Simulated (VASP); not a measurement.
# FeRhC4N4 (P-43m) in VASP: further runs

FeRhC4N4 is run at these levels: PBE; tasks: single point.

Program: VASP 6.6.1. These are calculated values, not measurements. Logs are shortened: lines on timing, memory, paths and dates and some standing lists are left out, and cuts for length are marked.

## Step 1: The cell of the first run

Symmetry: P-43m, No. 215, cubic system. Conventional cell: a = 5.836 Å, b = 5.836 Å, c = 5.836 Å, α = 90.00°, β = 90.00°, γ = 90.00°. Fe (site symmetry -43m) has 4 N at 1.91 Å within 2.5 Å. Within 2.6 Å of Rh (site symmetry -43m) lie 4 C at 1.96 Å. C (site symmetry 3m) has 1 N at 1.18 Å within 1.6 Å. Within 1.6 Å of N (site symmetry 3m) lie 1 C at 1.18 Å.

## Step 2: Single point, PBE, collinear spin, ferromagnetic start

INCAR

```
ALGO     = Normal         # electronic algorithm
EDIFF    = 1E-7           # SCF threshold, eV
ENCUT    = 520            # plane-wave cutoff, eV
GGA      = PE             # functional
ISIF     = 2              # what is computed and relaxed
ISMEAR   = 0              # smearing method
ISPIN    = 2              # spin polarisation
LASPH    = True           # aspherical terms in the spheres
LCHARG   = False          # write CHGCAR
LMAXMIX  = 4              # l up to which the mixer works
LORBIT   = 11             # projections on sites
LREAL    = False          # projectors in reciprocal space
LWAVE    = False          # write WAVECAR
MAGMOM   = 4 1 0 0 0 0 0 0 0 0 # initial moments
NBANDS   = 44             # bands
NELM     = 150            # most SCF steps
PREC     = Accurate       # precision mode
SIGMA    = 0.1            # smearing width, eV
```

KPOINTS

```
k-points
0
Gamma
  4 4 4
```

POSCAR

```
FeRhC4N4
1.0
    5.8362022472      0.0000000000      0.0000000000
    0.0000000000      5.8362022472      0.0000000000
    0.0000000000      0.0000000000      5.8362022472
Fe Rh C N
1 1 4 4
Direct
    0.5000000000      0.5000000000      0.5000000000
    0.0000000000      0.0000000000      0.0000000000
    0.1938922380      0.1938922380      0.1938922380
    0.1938922380      0.8061077620      0.8061077620
    0.8061077620      0.1938922380      0.8061077620
    0.8061077620      0.8061077620      0.1938922380
    0.3109758331      0.3109758331      0.3109758331
    0.3109758331      0.6890241669      0.6890241669
    0.6890241669      0.3109758331      0.6890241669
    0.6890241669      0.6890241669      0.3109758331
```

Potentials or basis: VASP PAW PBE potentials, release 64 (Fe, Rh_pv, C, N).

Run with:

```
$ cat potpaw_PBE.64/Fe/POTCAR potpaw_PBE.64/Rh_pv/POTCAR potpaw_PBE.64/C/POTCAR potpaw_PBE.64/N/POTCAR > POTCAR
$ mpirun -np 1 vasp_std > vasp.out
```

OUTCAR:

```text
EDIFF = 1E-7
   ENCUT = 520
   GGA = PE
   ISIF = 2
   ISMEAR = 0
   ISPIN = 2
   LASPH = True
   LORBIT = 11
   LREAL = False
   NELM = 150
   PREC = Accurate

 ion  position               nearest neighbor table
   1  0.500  0.500  0.500-   7 1.91   8 1.91   9 1.91  10 1.91
   2  0.000  0.000  0.000-   3 1.96   4 1.96   5 1.96   6 1.96
   3  0.194  0.194  0.194-   7 1.18   2 1.96
   4  0.194  0.806  0.806-   8 1.18   2 1.96
   5  0.806  0.194  0.806-   9 1.18   2 1.96
   6  0.806  0.806  0.194-  10 1.18   2 1.96
   7  0.311  0.311  0.311-   3 1.18   1 1.91
   8  0.311  0.689  0.689-   4 1.18   1 1.91
   9  0.689  0.311  0.689-   5 1.18   1 1.91
  10  0.689  0.689  0.311-   6 1.18   1 1.91

  LATTYP: Found a simple cubic cell.
 ALAT       =     5.8362022472

  Lattice vectors:

 A1 = (   5.8362022472,   0.0000000000,   0.0000000000)
 A2 = (   0.0000000000,   5.8362022472,   0.0000000000)
 A3 = (   0.0000000000,   0.0000000000,   5.8362022472)

Analysis of symmetry for initial positions (statically):
=====================================================================
 Subroutine PRICEL returns:
 Original cell was already a primitive cell.

 Routine SETGRP: Setting up the symmetry group for a
 simple cubic supercell.

 Subroutine GETGRP returns: Found 24 space group operations
 (whereof 24 operations were pure point group operations)
 out of a pool of 48 trial point group operations.

The static configuration has the point symmetry T_d .

Analysis of symmetry for dynamics (positions and initial velocities):
=====================================================================
 Subroutine PRICEL returns:
 Original cell was already a primitive cell.

 Routine SETGRP: Setting up the symmetry group for a
 simple cubic supercell.

 Subroutine GETGRP returns: Found 24 space group operations
 (whereof 24 operations were pure point group operations)
 out of a pool of 48 trial point group operations.

The dynamic configuration has the point symmetry T_d .

Analysis of structural, dynamic, and magnetic symmetry:
=====================================================================
 Subroutine PRICEL returns:
 Original cell was already a primitive cell.

 Routine SETGRP: Setting up the symmetry group for a
 simple cubic supercell.

 Subroutine GETGRP returns: Found 24 space group operations
 (whereof 24 operations were pure point group operations)
 out of a pool of 48 trial point group operations.

The overall configuration has the point symmetry T_d .

 Subroutine INISYM returns: Found 24 space group operations
 (whereof 24 operations are pure point group operations),
 and found     1 'primitive' translations

----------------------------------------------------------------------------------------

                                     Primitive cell

  volume of cell :     198.7884

  direct lattice vectors                    reciprocal lattice vectors
     5.836202247  0.000000000  0.000000000     0.171344302  0.000000000  0.000000000
     0.000000000  5.836202247  0.000000000     0.000000000  0.171344302  0.000000000
     0.000000000  0.000000000  5.836202247     0.000000000  0.000000000  0.171344302

  length of vectors
     5.836202247  5.836202247  5.836202247     0.171344302  0.171344302  0.171344302

  position of ions in fractional coordinates (direct lattice)
     0.500000000  0.500000000  0.500000000
     0.000000000  0.000000000  0.000000000
     0.193892238  0.193892238  0.193892238
     0.193892238  0.806107762  0.806107762
     0.806107762  0.193892238  0.806107762
     0.806107762  0.806107762  0.193892238
     0.310975833  0.310975833  0.310975833
     0.310975833  0.689024167  0.689024167
     0.689024167  0.310975833  0.689024167
     0.689024167  0.689024167  0.310975833

  ion indices of the primitive-cell ions
   primitive index   ion index
                 1           1
                 2           2
                 3           3
                 4           4
                 5           5
                 6           6
                 7           7
[... 54 lines left out ...]
 cond. band min:      -0.3776431669   @ k =   0.5000   0.5000   0.2500
 fundamental gap:      0.0138057464
 Fermi energy:        -0.3820305253

 spin component 1

 k-point     1 :       0.0000    0.0000    0.0000
  band No.  band energies     occupation
      1     -47.4204      1.00000
      2     -47.4204      1.00000
      3     -47.4204      1.00000
      4     -18.4285      1.00000
      5     -18.2844      1.00000
      6     -18.2844      1.00000
[... 429 lines left out ...]
     40       4.6055      0.00000
     41       4.6055      0.00000
 Fermi energy:        -0.3820305253

 spin component 2

 k-point     1 :       0.0000    0.0000    0.0000
  band No.  band energies     occupation
      1     -47.9430      1.00000
      2     -47.9430      1.00000
      3     -47.9430      1.00000
      4     -18.4197      1.00000
      5     -18.2765      1.00000
      6     -18.2765      1.00000
[... 429 lines left out ...]
     40       4.7367      0.00000
     41       4.7367      0.00000
 [bands above 41 left out]

------------------------ aborting loop because EDIFF is reached ----------------------------------------

  FORCE on cell =-STRESS in cart. coord.  units (eV):
  Direction    XX          YY          ZZ          XY          YZ          ZX
  --------------------------------------------------------------------------------------
  -------------------------------------------------------------------------------------
  Total        0.2270569      0.2270569      0.2270569      0.0000000     -0.0000000      0.0000000
  in kB        1.8300131      1.8300131      1.8300131      0.0000000     -0.0000000      0.0000000
  external PRESSURE =       1.8300131 kB  Pullay stress =       0.0000000 kB

 VOLUME and BASIS-vectors are now :
 -----------------------------------------------------------------------------
  energy-cutoff  :      520.00
  volume of cell :      198.79
      direct lattice vectors                 reciprocal lattice vectors
     5.836202247  0.000000000  0.000000000     0.171344302  0.000000000  0.000000000
     0.000000000  5.836202247  0.000000000     0.000000000  0.171344302  0.000000000
     0.000000000  0.000000000  5.836202247     0.000000000  0.000000000  0.171344302

 POSITION                                       TOTAL-FORCE (eV/Angst)
 -----------------------------------------------------------------------------------
      2.91810      2.91810      2.91810        -0.000000      0.000000     -0.000000
      0.00000      0.00000      0.00000        -0.000000      0.000000     -0.000000
      1.13159      1.13159      1.13159        -0.168847     -0.168847     -0.168847
      1.13159      4.70461      4.70461        -0.168847      0.168847      0.168847
      4.70461      1.13159      4.70461         0.168847     -0.168847      0.168847
      4.70461      4.70461      1.13159         0.168847      0.168847     -0.168847
      1.81492      1.81492      1.81492         0.139866      0.139866      0.139866
      1.81492      4.02128      4.02128         0.139866     -0.139866     -0.139866
      4.02128      1.81492      4.02128        -0.139866      0.139866     -0.139866
      4.02128      4.02128      1.81492        -0.139866     -0.139866      0.139866
 -----------------------------------------------------------------------------------
    total drift:                                0.000000      0.000000      0.000000

  FREE ENERGIE OF THE ION-ELECTRON SYSTEM (eV)
  ---------------------------------------------------
  free  energy   TOTEN  =       -80.5002534381 eV

  energy  without entropy=      -80.4416565367  energy(sigma->0) =      -80.47095499

 total charge

# of ion       s       p       d       tot
------------------------------------------
    1        0.409   0.604   6.033   7.045
    2        0.450   6.453   7.026  13.929
    3        0.949   1.600   0.000   2.549
    4        0.949   1.600   0.000   2.549
    5        0.949   1.600   0.000   2.549
    6        0.949   1.600   0.000   2.549
    7        1.299   2.590   0.000   3.889
    8        1.299   2.590   0.000   3.889
    9        1.299   2.590   0.000   3.889
   10        1.299   2.590   0.000   3.889
--------------------------------------------------
tot          9.851  23.816  13.059  46.726

 magnetization (x)

# of ion       s       p       d       tot
------------------------------------------
    1        0.014   0.081   3.279   3.374
    2       -0.003  -0.108  -0.583  -0.694
    3       -0.008   0.017   0.000   0.008
    4       -0.008   0.017   0.000   0.008
    5       -0.008   0.017   0.000   0.008
    6       -0.008   0.017   0.000   0.008
    7        0.006  -0.035   0.000  -0.029
    8        0.006  -0.035   0.000  -0.029
    9        0.006  -0.035   0.000  -0.029
   10        0.006  -0.035   0.000  -0.029
--------------------------------------------------
tot          0.003  -0.101   2.696   2.598
```

Run time: 9.1 min. Hardware: 1 thread of Intel Xeon Platinum 8259CL at 2.50GHz (Skylake/Cascade Lake), shared host; peak memory 0.48 GiB.

Results:

```
Free energy                                           : -80.5003 eV
Pressure                                              : 0.2 GPa
Largest force                                         : 0.292 eV/Å
Net moment                                            : 2.40 μB per cell
Site moments                                          : Fe +3.37; Rh -0.69; C +0.01; N -0.03 μB
Valence electrons inside the program's atomic spheres : Fe 7.04; Rh 13.93; C 2.55; N 3.89
```

Forces in eV/Å, atoms in the order of the input:
```
Fe   0.000  0.000  0.000
Rh   0.000  0.000  0.000
C   -0.169 -0.169 -0.169
C   -0.169  0.169  0.169
C    0.169 -0.169  0.169
C    0.169  0.169 -0.169
N    0.140  0.140  0.140
N    0.140 -0.140 -0.140
N   -0.140  0.140 -0.140
N   -0.140 -0.140  0.140
```

Levels at points of the mesh, in eV from the Fermi level:
Spin up:
| k point | band 27 | band 28 | band 29 | band 30 | band 31 | band 32 | band 33 | band 34 |
| --- | --- | --- | --- | --- | --- | --- | --- | --- |
| (0.00, 0.00, 0.00) | -1.85 | -1.85 | -1.71 | -1.71 | -0.21 | -0.21 | -0.21 | 4.50 |
| (0.50, 0.00, 0.00) | -2.02 | -2.02 | -1.99 | -1.38 | 0.03 | 0.24 | 0.24 | 4.07 |
| (0.50, 0.50, 0.00) | -1.98 | -1.98 | -1.98 | -1.40 | 0.09 | 0.22 | 0.22 | 4.28 |
| (0.50, 0.50, 0.50) | -1.85 | -1.85 | -1.60 | -1.60 | -0.08 | -0.08 | -0.08 | 4.69 |
Spin down:
```
           k point  band 24  band 25  band 26  band 27  band 28  band 29  band 30  band 31  band 32  band 33
(0.00, 0.00, 0.00)    -2.67    -2.67    -0.76    -0.76    -0.76     0.05     0.05     0.97     0.97     0.97
(0.50, 0.00, 0.00)    -2.53    -2.18    -1.13    -0.67    -0.67    -0.14     0.37     1.09     1.19     1.19
(0.50, 0.50, 0.00)    -2.48    -2.16    -1.02    -0.58    -0.58    -0.14     0.36     1.07     1.13     1.13
(0.50, 0.50, 0.50)    -2.64    -2.64    -0.60    -0.60    -0.60     0.11     0.11     0.99     0.99     0.99
```

Caveat: a cell with one magnetic atom can't hold antiferromagnetic order, which such compounds often take. With open d or f shells a metallic result of PBE can be an artefact of self-interaction; +U or a hybrid may open a gap.

## Step 3: Single point, PBE, collinear spin, ferromagnetic start

This run uses another cell than the first one, of 20.63 Å³/atom.

INCAR

```
PREC = Accurate
ENCUT = 520
EDIFF = 1E-7
ISMEAR = 0
SIGMA = 0.1
LREAL = False
LASPH = True
NELM = 150
ALGO = Normal
ISIF = 2
LWAVE = False
LCHARG = True
ISPIN = 2
MAGMOM = 4 1 0 0 0 0 0 0 0 0
LORBIT = 11
LMAXMIX = 4
GGA = PE
LELF = True
LVHAR = True
NBANDS = 44
```

KPOINTS

```
regular mesh
0
Gamma
  4 4 4
```

POSCAR

```
FeRhC4N4
1.0
    5.9086026500      0.0000000000      0.0000000000
    0.0000000000      5.9086026500      0.0000000000
    0.0000000000      0.0000000000      5.9086026500
Fe Rh C N
1 1 4 4
Direct
    0.5000000000      0.5000000000      0.5000000000
    0.0000000000      0.0000000000      0.0000000000
    0.1873167900      0.1873167900      0.1873167900
    0.1873167900      0.8126832100      0.8126832100
    0.8126832100      0.1873167900      0.8126832100
    0.8126832100      0.8126832100      0.1873167900
    0.3016415900      0.3016415900      0.3016415900
    0.3016415900      0.6983584100      0.6983584100
    0.6983584100      0.3016415900      0.6983584100
    0.6983584100      0.6983584100      0.3016415900
```

Potentials or basis: VASP PAW PBE potentials, release 64 (Fe, Rh_pv, C, N).

Run with:

```
$ cat potpaw_PBE.64/Fe/POTCAR potpaw_PBE.64/Rh_pv/POTCAR potpaw_PBE.64/C/POTCAR potpaw_PBE.64/N/POTCAR > POTCAR
$ mpirun -np 1 vasp_std > vasp.out
```

It took 8 min on 1 thread of Intel Xeon Platinum 8259CL at 2.50GHz (Skylake/Cascade Lake), shared host; peak memory 0.48 GiB.

The run converged. Its results:

| Property | Result |
| --- | --- |
| Free energy | -80.1183 eV |
| Pressure | 1.3 GPa |
| Largest force | 2.445 eV/Å |
| Net moment | 1.95 μB per cell |
| Site moments | Fe +3.48; Rh -0.86; C -0.02; N -0.05 μB |
| Valence electrons inside the program's atomic spheres | Fe 6.71; Rh 14.07; C 2.60; N 3.88 |

Forces on the atoms (eV/Å):
```
Fe   0.000  0.000  0.000
Rh   0.000  0.000  0.000
C   -0.308 -0.308 -0.308
C   -0.308  0.308  0.308
C    0.308 -0.308  0.308
C    0.308  0.308 -0.308
N    1.412  1.412  1.412
N    1.412 -1.412 -1.412
N   -1.412  1.412 -1.412
N   -1.412 -1.412  1.412
```

Levels at points of the mesh, in eV from the Fermi level:
Spin up:
```csv
k point,band 26,band 27,band 28,band 29,band 30,band 31,band 32,band 33,band 34,band 35
"(0.00, 0.00, 0.00)",-2.22,-2.22,-2.22,-1.87,-1.87,-0.16,-0.16,-0.16,4.65,4.65
"(0.50, 0.00, 0.00)",-2.72,-2.35,-2.35,-2.09,-1.72,0.05,0.22,0.22,4.19,4.19
"(0.50, 0.50, 0.00)",-2.65,-2.32,-2.32,-2.06,-1.74,0.10,0.22,0.22,4.37,4.37
"(0.50, 0.50, 0.50)",-2.22,-2.22,-2.22,-1.76,-1.76,-0.02,-0.02,-0.02,4.90,4.90
```
Spin down:
```
           k point  band 24  band 25  band 26  band 27  band 28  band 29  band 30  band 31  band 32  band 33
(0.00, 0.00, 0.00)    -2.73    -2.73    -0.78    -0.78    -0.78     0.00     0.00     0.92     0.92     0.92
(0.50, 0.00, 0.00)    -2.61    -2.35    -1.05    -0.68    -0.68    -0.14     0.26     0.99     1.09     1.09
(0.50, 0.50, 0.00)    -2.56    -2.30    -0.99    -0.58    -0.58    -0.15     0.26     0.99     1.03     1.03
(0.50, 0.50, 0.50)    -2.65    -2.65    -0.63    -0.63    -0.63     0.03     0.03     0.94     0.94     0.94
```

Caveat: a cell with one magnetic atom can't hold antiferromagnetic order, which such compounds often take; forces of over 1 eV/Å act on the atoms, so gaps and moduli don't describe the material at rest. With open d or f shells a metallic result of PBE can be an artefact of self-interaction; +U or a hybrid may open a gap.

## Step 4: Single point, PBE, collinear spin, ferrimagnetic start

This run uses another cell than the first one, of 19.81 Å³/atom.

INCAR

```
SYSTEM = FeRhC4N4
PREC = Accurate
ENCUT = 520
EDIFF = 1E-6
ISMEAR = 0
SIGMA = 0.1
LREAL = .False.
LASPH = .True.
NELM = 150
ALGO = Normal
ISIF = 2
LWAVE = .False.
LCHARG = .False.
ISPIN = 2
MAGMOM = 3.38 -0.51 0 0 0 0 0 0 0 0
LORBIT = 11
LMAXMIX = 4
GGA = PE
NBANDS = 44
```

KPOINTS

```
regular mesh
0
Gamma
  6 6 6
  0 0 0
```

POSCAR

```
FeRhC4N4
1.0
    5.8289742829      0.0000000000      0.0000000000
    0.0000000000      5.8289742829      0.0000000000
    0.0000000000      0.0000000000      5.8289742829
Fe Rh C N
1 1 4 4
Direct
    0.5000000000      0.5000000000      0.5000000000
    0.0000000000      0.0000000000      0.0000000000
    0.1938942944      0.1938942944      0.1938942944
    0.1938942944      0.8061057056      0.8061057056
    0.8061057056      0.1938942944      0.8061057056
    0.8061057056      0.8061057056      0.1938942944
    0.3111433678      0.3111433678      0.3111433678
    0.3111433678      0.6888566322      0.6888566322
    0.6888566322      0.3111433678      0.6888566322
    0.6888566322      0.6888566322      0.3111433678
```

Run with:

```
$ cat potpaw_PBE.64/Fe/POTCAR potpaw_PBE.64/Rh_pv/POTCAR potpaw_PBE.64/C/POTCAR potpaw_PBE.64/N/POTCAR > POTCAR
$ mpirun -np 1 vasp_std > vasp.out
```

Wall time 25 min (1 thread of Intel Xeon 8259CL, shared host); peak memory 0.58 GiB.

Results (log left out):

- Free energy: -80.5000 eV
- Pressure: 0.3 GPa
- Largest force: 0.271 eV/Å
- Net moment: 2.39 μB per cell
- Site moments: Fe +3.36; Rh -0.69; C +0.01; N -0.03 μB
- Valence electrons inside the program's atomic spheres: Fe 7.06; Rh 13.94; C 2.55; N 3.89

Forces in eV/Å, atoms in the order of the input:
```
Fe   0.000  0.000  0.000
Rh   0.000  0.000  0.000
C   -0.157 -0.157 -0.157
C   -0.157  0.157  0.157
C    0.157 -0.157  0.157
C    0.157  0.157 -0.157
N    0.121  0.121  0.121
N    0.121 -0.121 -0.121
N   -0.121  0.121 -0.121
N   -0.121 -0.121  0.121
```

Levels at points of the mesh, in eV from the Fermi level:
Spin up:
| k point | band 27 | band 28 | band 29 | band 30 | band 31 | band 32 | band 33 | band 34 |
| --- | --- | --- | --- | --- | --- | --- | --- | --- |
| (0.00, 0.00, 0.00) | -1.83 | -1.83 | -1.70 | -1.70 | -0.21 | -0.21 | -0.21 | 4.51 |
| (0.50, 0.00, 0.00) | -2.00 | -2.00 | -1.99 | -1.37 | 0.03 | 0.24 | 0.24 | 4.07 |
| (0.50, 0.50, 0.00) | -1.98 | -1.97 | -1.97 | -1.38 | 0.09 | 0.22 | 0.22 | 4.28 |
| (0.50, 0.50, 0.50) | -1.84 | -1.84 | -1.59 | -1.59 | -0.08 | -0.08 | -0.08 | 4.70 |
Spin down:
| k point | band 24 | band 25 | band 26 | band 27 | band 28 | band 29 | band 30 | band 31 | band 32 | band 33 |
| --- | --- | --- | --- | --- | --- | --- | --- | --- | --- | --- |
| (0.00, 0.00, 0.00) | -2.68 | -2.68 | -0.76 | -0.76 | -0.76 | 0.05 | 0.05 | 0.97 | 0.97 | 0.97 |
| (0.50, 0.00, 0.00) | -2.54 | -2.18 | -1.13 | -0.67 | -0.67 | -0.14 | 0.38 | 1.09 | 1.19 | 1.19 |
| (0.50, 0.50, 0.00) | -2.49 | -2.16 | -1.02 | -0.58 | -0.58 | -0.14 | 0.37 | 1.08 | 1.14 | 1.14 |
| (0.50, 0.50, 0.50) | -2.65 | -2.65 | -0.59 | -0.59 | -0.59 | 0.11 | 0.11 | 0.99 | 0.99 | 0.99 |

Caveat: a cell with one magnetic atom can't hold antiferromagnetic order, which such compounds often take. With open d or f shells a metallic result of PBE can be an artefact of self-interaction; +U or a hybrid may open a gap.

## Step 5: Summary

```tsv
spin	cell	k mesh	gap on the mesh (eV)	pressure (GPa)	moment (μB)	largest force (eV/Å)
collinear, ferromagnetic start	a = 5.836 Å, 10 atoms, atomic positions A	4 × 4 × 4	none	0.2	2.40	0.29
collinear, ferromagnetic start	a = 5.909 Å, 10 atoms, atomic positions B	4 × 4 × 4	none	1.3	1.95	2.44
collinear, ferrimagnetic start	a = 5.829 Å, 10 atoms, atomic positions C	6 × 6 × 6	none	0.3	2.39	0.27
```

Alike in all rows: task single point; level PBE; potentials or basis VASP PAW PBE potentials, release 64 (Fe, Rh_pv, C, N); cutoff (eV) 520; smearing gaussian 0.1 eV.

Caveats: a cell with one magnetic atom can't hold antiferromagnetic order, which such compounds often take; forces of over 1 eV/Å act on the atoms, so gaps and moduli don't describe the material at rest (at least some runs).

Total energies depend on the potentials used, so only differences within one code and one set of settings carry meaning.
